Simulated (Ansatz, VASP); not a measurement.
**Two plane-wave programs on CoO**

```
CELL_PARAMETERS angstrom
3.19765 0.00000 0.00000
-1.59882 2.76924 0.00000
0.00000 0.00000 5.22871
ATOMIC_POSITIONS crystal
Co 0.00000 0.00000 0.00347
Co 0.33333 0.66667 0.50336
O 0.00000 0.00000 0.37161
O 0.33333 0.66667 0.87156
```

Alike in both runs: task single point; functional PBE; k mesh 12 × 12 × 6; occupations gaussian, width 0.05 eV; collinear spin; Hubbard terms Co d U = 3.32 eV.

```csv
,VASP,Ansatz
version,VASP 6.6.1,Ansatz 0.2.0
potentials or method,"VASP PAW PBE potentials, release 64 (Co, O), cutoff 520 eV","scalar-relativistic, plane waves, PAW"
valence electrons in the cell,30,46
```

Ansatz gave:

- gap on the k mesh at the Fermi level (eV): 1.13
- rms of the force components (eV/Å): 0.071
- net moment per atom (μB): 0.00
- size of the moment on the site where the two differ most (μB): 2.37

Q: Estimate VASP's values.

A: gap on the k mesh at the Fermi level (eV): 1.21; rms of the force components (eV/Å): 0.078; net moment per atom (μB): 0.00; size of the moment on the site where the two differ most (μB): 2.62.

Site moments also hang on the region over which each program counts them. The programs project onto different local orbitals, so the same U acts differently, and such runs can settle in different states. Atom by atom the forces differ by 0.006 eV/Å (rms over components). VASP's potentials hold 30 valence electrons a cell and Ansatz's 46, so a difference there can come from the potentials and not from the codes. Ansatz's warnings: stability check not made.
